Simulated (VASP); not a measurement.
The system is Y.

```
Y
1.0
     0.00000    2.55199    2.55199
     2.55199    0.00000    2.55199
     2.55199    2.55199    0.00000
Y
1
Cartesian
  0.0000 0.0000 0.0000
```

```yaml
Program: VASP 6.6.1
Task: relaxation of cell and atoms
Functional: PBE
Potentials_or_basis: VASP PAW PBE potentials, release 64 (Y_sv)
Cutoff: 600 eV
k_mesh: 9 × 9 × 9
Occupations: fermi-dirac, width 0.05 eV
Spin: no spin polarisation
```

At the start: pressure -1.0 GPa; volume 33.24 Å³/atom.

Q: How do energy, volume and symmetry change on relaxing?

A: Over 3 steps the energy falls by 2.4 meV/atom and the volume is 32.44 Å³/atom (-2.4 %); space group Fm-3m (No. 225, to 0.05 Å).

Step by step:
| step | energy change (eV) | largest force (eV/Å) | pressure (GPa) | volume (Å³) |
| --- | --- | --- | --- | --- |
| 1 | 0.0000 | 0.0000 | -0.98 | 33.24 |
| 2 | -0.0023 | 0.0000 | 0.19 | 32.27 |
| 3 | -0.0024 | 0.0000 | -0.03 | 32.44 |

Final structure:
```
CELL_PARAMETERS angstrom
0.00000 2.53127 2.53127
2.53127 0.00000 2.53127
2.53127 2.53127 0.00000
ATOMIC_POSITIONS crystal
Y 0.00000 0.00000 0.00000
```
